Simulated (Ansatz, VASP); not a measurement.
Li2S: VASP beside Ansatz

Contents of POSCAR:

```
Li2S
1.0
    0.0000000000      2.7872107039      2.7872107039
    2.7872107039      0.0000000000      2.7872107039
    2.7872107039      2.7872107039      0.0000000000
S Li
1 2
Direct
    0.0000000000      0.0000000000      0.0000000000
    0.2500000000      0.2500000000      0.2500000000
    0.7500000000      0.7500000000      0.7500000000
```

The input INCAR.step1:

```
PREC = Accurate
ENCUT = 830
ISMEAR = 0
SIGMA = 0.01
LREAL = False
LASPH = True
NELM = 120
NBANDS = 13
GGA = PE
ALGO = Normal
EDIFF = 1E-5
LWAVE = True
LCHARG = False
GGA_COMPAT = False
```

Contents of INCAR.step2:

```
PREC = Accurate
ENCUT = 830
EDIFF = 1E-6
ISMEAR = 0
SIGMA = 0.01
LREAL = False
LASPH = True
NELM = 120
ALGO = Normal
ISIF = 2
LWAVE = False
LCHARG = False
METAGGA = R2SCAN
LMIXTAU = True
NBANDS = 13
ISTART = 1
GGA_COMPAT = False
```

The input KPOINTS:

```
Automatic mesh
0
Gamma
  6 6 6
```

Input for Ansatz:

```yaml
crystal:
  lattice:
    - [0.0, 2.7872107039, 2.7872107039]
    - [2.7872107039, 0.0, 2.7872107039]
    - [2.7872107039, 2.7872107039, 0.0]
  atoms:
    - { symbol: S, position: [0.0, 0.0, 0.0] }
    - { symbol: Li, position: [0.25, 0.25, 0.25] }
    - { symbol: Li, position: [0.75, 0.75, 0.75] }
kpoints:
  mp_grid: { grid: [6, 6, 6] }
hamiltonian:
  xc: r2scan
scf:
  occupations: { method: fixed }
  n_extra_bands: 4
output:
  forces: true
  stress: true
  eigenvalues: true
```

Alike in both runs: task single point; functional r2SCAN; k mesh 6 × 6 × 6; no spin polarisation.

|  | VASP | Ansatz |
| --- | --- | --- |
| version | VASP 6.6.1 | Ansatz 0.2.0 |
| potentials or method | VASP PAW PBE potentials, release 64 (S, Li_sv) | plane waves, PAW |
| plane-wave cutoff (eV) | 830 | 500 |
| occupations | gaussian, width 0.01 eV | fixed |
| valence electrons in the cell | 12 | 12 |

Ansatz gave:

```
gap on the k mesh at the Fermi level (eV) : 3.83
pressure (GPa)                            : 3.0
```

**Question.** Which values does VASP return?

**Answer.** gap on the k mesh at the Fermi level (eV): 3.81; pressure (GPa): 2.8.

VASP's potentials were made for PBE, not for r2SCAN.
